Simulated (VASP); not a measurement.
Zn, 2 atoms in the cell. It takes space group P6_3/mmc (No. 194, hexagonal). Conventional cell: a = 2.593 Å, b = 2.593 Å, c = 4.895 Å, α = 90.00°, β = 90.00°, γ = 120.00°. Within 3.4 Å of Zn (site symmetry -6m2) lie 12 Zn at 2.59 to 2.87 Å. 

* Program: VASP 6.6.1
* Task: single point
* Functional: PBEsol
* Potentials or basis: VASP PAW PBE potentials, release 64 (Zn)
* Cutoff: 520 eV
* k mesh: 24 × 24 × 12
* Occupations: gaussian, width 0.1 eV
* Spin: no spin polarisation
* Dipole correction: no
* Further INCAR settings: ALGO = Fast; EDIFF = 1e-07; NBANDS = 19

Potentials or basis: VASP PAW PBE potentials, release 64 (Zn).

Run with:

```bash
$ cat potpaw_PBE.64/Zn/POTCAR > POTCAR
$ mpirun -np 1 vasp_std > vasp.out
```

Hardware: 1 thread of Intel(R) Xeon(R) 6975P-C (Granite Rapids), on a shared host.

Question: Estimate the wall time of this run.

Answer: It took 100 s on 1 thread of Intel(R) Xeon(R) 6975P-C (Granite Rapids) (shared host), peak memory 0.28 GiB. Counts: scf iterations 14, k points 427.
